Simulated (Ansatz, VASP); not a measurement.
## BaHCl: VASP beside Ansatz

```
CELL_PARAMETERS angstrom
4.28701 0.00000 0.00000
0.00000 4.28701 0.00000
0.00000 0.00000 6.95697
ATOMIC_POSITIONS crystal
Ba 0.00000 0.50000 0.20954
Ba 0.50000 0.00000 0.79046
H 0.00000 0.00000 0.00000
H 0.50000 0.50000 0.00000
Cl 0.00000 0.50000 0.65826
Cl 0.50000 0.00000 0.34174
```

Alike in both runs: task single point; functional LDA; k mesh 6 × 6 × 4; occupations gaussian, width 0.02 eV; no spin polarisation.

```csv
,VASP,Ansatz
version,VASP 6.6.1,Ansatz 0.2.0
potentials or method,"VASP PAW LDA potentials, release 64 (Ba_sv, H, Cl), cutoff 520 eV","scalar-relativistic, plane waves, PAW"
valence electrons in the cell,36,36
```

```tsv
	VASP	Ansatz	Ansatz less VASP
gap on the k mesh at the Fermi level (eV)	2.72	2.72	0.000
least direct gap on the mesh (eV)	2.72	2.72	0.000
```

LDA's correlation is that of Perdew and Zunger in VASP and of Perdew and Wang (1992) in Ansatz.

Neither program's run includes spin-orbit coupling.
